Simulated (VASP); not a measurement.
Set up this calculation in VASP 6.6.1, as the native input.

```
Task                   : relaxation of cell and atoms
Functional             : PBEsol
Potentials or basis    : VASP PAW PBE potentials, release 64 (Ti_sv)
Cutoff                 : 600 eV
k mesh                 : 13 × 13 × 13
Occupations            : fermi-dirac, width 0.1 eV
Spin                   : no spin polarisation
Target pressure        : 30 GPa
Dipole correction      : no
Further INCAR settings : ALGO = Normal; EDIFF = 1e-07; IBRION = 2; EDIFFG = -0.005; NSW = 60; ISIF = 3
```

The structure of Ti lies in POSCAR:

```
Ti
1.0
    0.0000000000      2.5214863746      2.5214863746
    2.5214863746      0.0000000000      2.5214863746
    2.5214863746      2.5214863746      0.0000000000
Ti
2
Direct
   -0.1250000000     -0.1250000000     -0.1250000000
    0.1250000000      0.1250000000      0.1250000000
```

This isn't the form of Ti at room conditions, which is hcp.

One way to write it, as run:

INCAR

```
SYSTEM = Ti
PREC     = Accurate       ! precision mode
ENCUT    = 600            ! plane-wave cutoff, eV
EDIFF    = 1E-7           ! SCF threshold, eV
ISMEAR   = -1             ! smearing method
SIGMA    = 0.1            ! smearing width, eV
LREAL    = .FALSE.        ! projectors in reciprocal space
LASPH    = .TRUE.         ! aspherical terms in the spheres
NELM     = 80             ! most SCF steps
ALGO     = Normal         ! electronic algorithm
ISIF     = 3              ! what is computed and relaxed
LWAVE    = .FALSE.        ! write WAVECAR
LCHARG   = .FALSE.        ! write CHGCAR
GGA      = PS             ! functional
IBRION   = 2              ! ionic algorithm
NSW      = 60             ! ionic steps
EDIFFG   = -0.005         ! ionic threshold
PSTRESS  = 300.0
```

KPOINTS

```
regular mesh
0
G
  13 13 13
  0 0 0
```

Potentials or basis: VASP PAW PBE potentials, release 64 (Ti_sv).

Command:

```bash
$ cat potpaw_PBE.64/Ti_sv/POTCAR > POTCAR
$ mpirun -np 1 vasp_std > vasp.out
```

It gave:

* Relaxed volume: 14.19 Å³/atom
* Relaxed cell: a = 3.424 Å, b = 3.424 Å, c = 3.424 Å, α = 60.00°, β = 60.00°, γ = 60.00°
* Space group after relaxing (to 0.1 Å): Fd-3m (No. 227)
* Energy change on relaxing (the run minimises the enthalpy): +252.5 meV/atom
* Ionic steps: 4
* Pressure after relaxing: 30.1 GPa
* Band gap on the k mesh: zero (bands 12 and 13 overlap by 1.42 eV)

Caveat: the cell is relaxed towards a set pressure, so the run minimises the enthalpy, not the energy; atoms lie so close that the PAW spheres overlap strongly, which falsifies energies and pressures; the PAW data sets were made with another functional, which shifts forces and pressure a little.

It took 3 min on 1 thread of Intel(R) Xeon(R) Platinum 8488C (Sapphire Rapids), with other jobs on the host, peak memory 0.19 GiB.
